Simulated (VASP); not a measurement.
# HfC: single point with HSE06

Crystal: HfC.

```xyz
2
Lattice="0.0000 2.3250 2.3250 2.3250 0.0000 2.3250 2.3250 2.3250 0.0000" Properties=species:S:1:pos:R:3 pbc="T T T"
Hf    2.3250    2.3250    2.3250
C     0.0000    0.0000    0.0000
```

| Item | Value |
| --- | --- |
| Program | VASP 6.6.1 |
| Task | single point |
| Functional | HSE06 |
| Potentials or basis | VASP PAW PBE potentials, release 64 (Hf_pv, C) |
| Cutoff | 520 eV |
| k mesh | 6 × 6 × 6 |
| Occupations | fermi-dirac, width 0.05 eV |
| Spin | no spin polarisation |

The pressure is -4.2 GPa and the band gap on the k mesh is zero (bands 7 and 8 overlap by 1.60 eV).

Levels at points of the mesh, in eV from the Fermi level:
| k point | band 4 | band 5 | band 6 | band 7 | band 8 | band 9 | band 10 | band 11 |
| --- | --- | --- | --- | --- | --- | --- | --- | --- |
| (0.00, 0.00, 0.00) | -13.72 | 1.32 | 1.32 | 1.32 | 2.21 | 2.21 | 2.21 | 4.18 |
| (0.50, 0.00, 0.00) | -9.62 | -6.75 | -3.24 | -3.24 | 6.54 | 6.54 | 7.09 | 7.46 |
| (0.50, 0.50, 0.00) | -11.64 | -2.99 | -1.42 | -0.01 | -0.01 | 6.27 | 8.02 | 8.02 |

Wall time 27 min on 1 thread of Intel(R) Xeon(R) Platinum 8375C CPU @ 2.90GHz (Ice Lake) (shared host), peak memory 0.26 GiB.

Caveat: the k points lie up to 0.39 Å⁻¹ apart, too coarse for converged energies and pressures of a metal; the PAW data sets were made with another functional, which shifts forces and pressure a little; spin-orbit coupling is left out, which moves the levels of the heavy elements.
